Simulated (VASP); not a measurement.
Wanted: the native input for a VASP 6.6.1 run.

```yaml
Task: single point
Functional: PBE0
Potentials_or_basis: VASP PAW PBE potentials, release 64 (Ag, Cl)
Cutoff: 520 eV
k_mesh: 4 × 4 × 4
Occupations: gaussian, width 0.01 eV
Spin: no spin polarisation
Dipole_correction: no
Grid_for_exact_exchange_PRECFOCK: Normal
Further_INCAR_settings: ALGO = Normal; EDIFF = 1e-07; NBANDS = 16
Share_of_exact_exchange: 0.25
```

AgCl:

```
CELL_PARAMETERS angstrom
3.39559 0.00000 0.00000
0.00000 3.39559 0.00000
0.00000 0.00000 3.39559
ATOMIC_POSITIONS crystal
Ag 0.00000 0.00000 0.00000
Cl 0.50000 0.50000 0.50000
```

One way to write it, as run:

POSCAR

```
AgCl
1.0
    3.3955880419      0.0000000000      0.0000000000
    0.0000000000      3.3955880419      0.0000000000
    0.0000000000      0.0000000000      3.3955880419
Ag Cl
1 1
Direct
    0.0000000000      0.0000000000      0.0000000000
    0.5000000000      0.5000000000      0.5000000000
```

INCAR.step1

```
SYSTEM = AgCl
PREC     = Accurate       ! precision mode
ENCUT    = 520            ! plane-wave cutoff, eV
EDIFF    = 1E-5           ! SCF threshold, eV
ISMEAR   = 0              ! smearing method
SIGMA    = 0.01           ! smearing width, eV
LREAL    = .FALSE.        ! projectors in reciprocal space
LASPH    = .TRUE.         ! aspherical terms in the spheres
NELM     = 100            ! most SCF steps
ALGO     = Normal         ! electronic algorithm
ISIF     = 2              ! what is computed and relaxed
LWAVE    = .TRUE.         ! write WAVECAR
LCHARG   = .FALSE.        ! write CHGCAR
NBANDS   = 16             ! bands
GGA      = PE             ! functional
```

INCAR.step2

```
SYSTEM = AgCl
PREC     = Accurate       ! precision mode
ENCUT    = 520            ! plane-wave cutoff, eV
EDIFF    = 1E-7           ! SCF threshold, eV
ISMEAR   = 0              ! smearing method
SIGMA    = 0.01           ! smearing width, eV
LREAL    = .FALSE.        ! projectors in reciprocal space
LASPH    = .TRUE.         ! aspherical terms in the spheres
NELM     = 100            ! most SCF steps
ALGO     = Normal         ! electronic algorithm
ISIF     = 2              ! what is computed and relaxed
LWAVE    = .FALSE.        ! write WAVECAR
LCHARG   = .FALSE.        ! write CHGCAR
GGA      = PE             ! functional
LHFCALC  = .TRUE.         ! exact exchange
AEXX     = 0.25           ! exact-exchange fraction
PRECFOCK = Normal       
NBANDS   = 16             ! bands
ISTART   = 1
```

KPOINTS

```
Automatic mesh
0
G
  4 4 4
  0 0 0
```

Potentials or basis: VASP PAW PBE potentials, release 64 (Ag, Cl).

Run with:

```sh
$ cat potpaw_PBE.64/Ag/POTCAR potpaw_PBE.64/Cl/POTCAR > POTCAR
$ cp INCAR.step1 INCAR
$ mpirun -np 1 vasp_std > vasp.out
$ cp INCAR.step2 INCAR
$ mpirun -np 1 vasp_std > vasp.out
```

It gave:

- Pressure: 1.0 GPa
- Band gap on the k mesh: 2.75 eV (least direct gap 4.32 eV)

Caveat: the k points lie up to 0.46 Å⁻¹ apart; the PAW data sets were made with another functional, which shifts forces and pressure a little.

Wall time 13 min on 1 thread of Intel Xeon 8259CL, with other jobs on the host, peak memory 0.17 GiB.
